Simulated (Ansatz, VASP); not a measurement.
## Two plane-wave programs on BN

The input INCAR:

```
ALGO = Normal ; EDIFF = 1E-7
ENCUT = 520 ; GGA = PE
ISIF = 2 ; ISMEAR = 0
LASPH = True ; LCHARG = False
LREAL = False ; LWAVE = False
NBANDS = 16 ; NELM = 100
PREC = Accurate ; SIGMA = 0.02
```

File KPOINTS:

```
k-points
0
Gamma
  12 12 4
```

The input POSCAR:

```
BN
1.0
    2.5333635270      0.0000000000      0.0000000000
   -1.2666817635      2.1939571714      0.0000000000
    0.0000000000      0.0000000000      6.1398278760
B N
2 2
Direct
    0.3333333333      0.6666666667      0.2500000000
    0.6666666667      0.3333333333      0.7500000000
    0.3333333333      0.6666666667      0.7500000000
    0.6666666667      0.3333333333      0.2500000000
```

Input for Ansatz:

```yaml
crystal:
  lattice:
    - [2.533363527, 0.0, 0.0]
    - [-1.2666817635, 2.1939571714, 0.0]
    - [0.0, 0.0, 6.139827876]
  atoms:
    - { symbol: B, position: [0.3333333333, 0.6666666667, 0.25] }
    - { symbol: B, position: [0.6666666667, 0.3333333333, 0.75] }
    - { symbol: "N", position: [0.3333333333, 0.6666666667, 0.75] }
    - { symbol: "N", position: [0.6666666667, 0.3333333333, 0.25] }
basis:
  ecutwfc: 420
kpoints:
  mp_grid: { grid: [12, 12, 4] }
hamiltonian:
  xc: pbe
scf:
  occupations: { method: gaussian, width: 0.02 }
output:
  forces: true
  stress: true
  eigenvalues: true
```

Alike in both runs: task single point; functional PBE; k mesh 12 × 12 × 4; occupations gaussian, width 0.02 eV; no spin polarisation.

```csv
,VASP,Ansatz
version,VASP 6.6.1,Ansatz 0.2.0
potentials or method,"VASP PAW PBE potentials, release 64 (B, N), cutoff 520 eV","scalar-relativistic, plane waves, PAW"
valence electrons in the cell,16,16
```

VASP gave:

```
gap on the k mesh at the Fermi level (eV)                     : 4.06
least direct gap on the mesh (eV)                             : 4.35
pressure (GPa)                                                : -3.8
traceless stress, the component that is largest in VASP (GPa) : 10.15
```

Which values does Ansatz return?

gap on the k mesh at the Fermi level (eV): 4.07; least direct gap on the mesh (eV): 4.35; pressure (GPa): -3.8; traceless stress, the component that is largest in VASP (GPa): 10.37.
